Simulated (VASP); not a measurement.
PbS:

```
Pb S
1.0
     2.96148   -2.96704    0.18162
     2.96148    2.96704    0.18162
    -0.36332    0.00000    5.92430
Pb S
2 2
Direct
  0.75000 0.75000 0.74995
  0.25000 0.25000 0.25005
  0.25001 0.25001 0.74985
  0.74999 0.74999 0.25015
```

| Quantity | Value |
| --- | --- |
| Program | VASP 6.6.1 |
| Task | relaxation of cell and atoms |
| Functional | LDA |
| Potentials or basis | VASP PAW LDA potentials, release 64 (Pb_d, S) |
| Cutoff | 600 eV |
| k mesh | 8 × 8 × 6 |
| Occupations | gaussian, width 0.02 eV |
| Spin | no spin polarisation |

At the start: pressure -2.6 GPa; volume 26.13 Å³/atom.

Q: Where does the relaxation end?

A: Over 3 steps the energy falls by 9.1 meV/atom and the volume is 25.02 Å³/atom (-4.2 %); space group Fm-3m (No. 225, to 0.1 Å) before and after.

Step by step:
```tsv
step	energy change (eV)	largest force (eV/Å)	pressure (GPa)	volume (Å³)
1	0.0000	0.0006	-2.56	104.50
2	-0.0302	0.0017	1.11	98.31
3	-0.0364	0.0010	0.01	100.06
```

Final structure:
```
CELL_PARAMETERS angstrom
2.91887 -2.92435 0.17901
2.91887 2.92435 0.17901
-0.35812 0.00000 5.83938
ATOMIC_POSITIONS crystal
Pb 0.75000 0.75000 0.74995
Pb 0.25000 0.25000 0.25005
S 0.25001 0.25001 0.74985
S 0.74999 0.74999 0.25015
```
